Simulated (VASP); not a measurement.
Wanted: the native input for a VASP 6.6.1 run.

```yaml
Task: single point
Functional: HSE06
Potentials_or_basis: VASP PAW PBE potentials, release 64 (Mg, Se, Hg)
Cutoff: 520 eV
k_mesh: 4 × 4 × 4
Occupations: gaussian, width 0.01 eV
Spin: no spin polarisation
Dipole_correction: no
Grid_for_exact_exchange_PRECFOCK: Normal
Further_INCAR_settings: ALGO = Normal; EDIFF = 1e-06; NBANDS = 21
Share_of_exact_exchange: 0.25
Screening_parameter: 0.2079 1/Å
```

The system is MgHgSe2.

```xyz
4
Lattice="4.3139 0.0000 0.0000 0.0000 4.3139 0.0000 0.0000 0.0000 5.9854" Properties=species:S:1:pos:R:3 pbc="T T T"
Mg    0.0000    0.0000    0.0000
Se    0.0000    2.1569    1.4094
Se    2.1569    0.0000    4.5760
Hg    2.1569    2.1569    2.9927
```

One way to write it, as run:

POSCAR

```
MgHgSe2
1.0
    4.3138610695      0.0000000000      0.0000000000
    0.0000000000      4.3138610695      0.0000000000
    0.0000000000      0.0000000000      5.9854478202
Mg Se Hg
1 2 1
Direct
    0.0000000000      0.0000000000      0.0000000000
    0.0000000000      0.5000000000      0.2354752525
    0.5000000000      0.0000000000      0.7645247475
    0.5000000000      0.5000000000      0.5000000000
```

INCAR.step1

```
SYSTEM = MgHgSe2
PREC = Accurate
ENCUT = 520
EDIFF = 1E-5
ISMEAR = 0
SIGMA = 0.01
LREAL = .False.
LASPH = .True.
NELM = 100
ALGO = Normal
ISIF = 2
LWAVE = .True.
GGA = PE
NBANDS = 21
```

INCAR.step2

```
SYSTEM = MgHgSe2
PREC = Accurate
ENCUT = 520
EDIFF = 1E-6
ISMEAR = 0
SIGMA = 0.01
LREAL = .False.
LASPH = .True.
NELM = 100
ALGO = Normal
ISIF = 2
LWAVE = .False.
LCHARG = .True.
GGA = PE
LHFCALC = .True.
HFSCREEN = 0.2079
PRECFOCK = Normal
LELF = .True.
LVHAR = .True.
ISTART = 1
NBANDS = 21
```

KPOINTS

```
Automatic mesh
0
Gamma
  4 4 4
  0 0 0
```

Potentials or basis: VASP PAW PBE potentials, release 64 (Mg, Se, Hg).

Command:

```bash
$ cat potpaw_PBE.64/Mg/POTCAR potpaw_PBE.64/Se/POTCAR potpaw_PBE.64/Hg/POTCAR > POTCAR
$ cp INCAR.step1 INCAR
$ mpirun -np 1 vasp_std > vasp.out
$ cp INCAR.step2 INCAR
$ mpirun -np 1 vasp_std > vasp.out
```

It gave:

```yaml
Pressure: 0.0 GPa
Largest_force: 0.015 eV/Å
Band_gap_on_the_k_mesh: 1.48 eV
```

Caveat: the PAW data sets were made with another functional, which shifts forces and pressure a little; spin-orbit coupling is left out, which moves the levels of the heavy elements.

Wall time 2.2 h on 1 thread of Oxide Virtual Turin-like Processor, with other jobs on the host, peak memory 0.36 GiB.
